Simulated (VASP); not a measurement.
# FeNi3: single point with PBE

The system is FeNi3.

```
CELL_PARAMETERS angstrom
3.51042 0.00000 0.00000
0.00000 3.51042 0.00000
0.00000 0.00000 3.51042
ATOMIC_POSITIONS crystal
Fe 0.00000 0.00000 0.00000
Ni 0.00000 0.50000 0.50000
Ni 0.50000 0.50000 0.00000
Ni 0.50000 0.00000 0.50000
```

```yaml
Program: VASP 6.6.1
Task: single point
Functional: PBE
Potentials_or_basis: VASP PAW PBE potentials, release 64 (Fe, Ni)
Cutoff: 520 eV
k_mesh: 6 × 6 × 6
Occupations: gaussian, width 0.1 eV
Spin: collinear spin, ferrimagnetic start
Starting_moments: "[4.0, -2.0, -2.0, -2.0] μB"
Dipole_correction: no
Further_INCAR_settings: ALGO = Normal; EDIFF = 1e-06; NBANDS = 31
```

| Property | Result |
| --- | --- |
| Pressure | 6.1 GPa |
| Net moment | 4.86 μB per cell |
| Site moments | Fe +2.89; Ni +0.66 μB |
| Valence electrons inside the program's atomic spheres | Fe 7.15; Ni 9.39 |

Levels at points of the mesh, in eV from the Fermi level:
Spin up:
```csv
k point,band 17,band 18,band 19,band 20,band 21,band 22,band 23,band 24,band 25,band 26
"(0.00, 0.00, 0.00)",-0.68,-0.68,-0.64,-0.64,-0.64,2.29,2.29,2.29,9.12,9.12
"(0.50, 0.00, 0.00)",-1.63,-1.59,-1.41,-1.08,-0.68,-0.64,7.67,7.67,7.70,7.70
"(0.50, 0.50, 0.00)",-1.73,-1.73,-1.57,-1.52,0.78,0.78,0.86,0.88,11.38,11.49
"(0.50, 0.50, 0.50)",-0.82,-0.82,-0.82,-0.82,-0.52,-0.52,-0.52,-0.42,5.64,5.64
```
Spin down:
```tsv
k point	band 14	band 15	band 16	band 17	band 18	band 19	band 20	band 21
(0.00, 0.00, 0.00)	0.32	0.32	0.32	1.04	1.04	1.31	1.31	1.31
(0.50, 0.00, 0.00)	-0.97	-0.87	-0.40	-0.12	-0.12	0.32	0.54	0.65
(0.50, 0.50, 0.00)	-1.25	-1.23	-0.82	-0.67	0.18	0.18	0.41	1.48
(0.50, 0.50, 0.50)	-0.47	-0.47	-0.47	0.09	0.09	0.09	0.84	0.84
```

It took 59 s on 1 thread of Intel(R) Xeon(R) Platinum 8259CL CPU @ 2.50GHz (Skylake/Cascade Lake), on a shared host, peak memory 0.19 GiB.

Caveat: the cell stands under pressure.
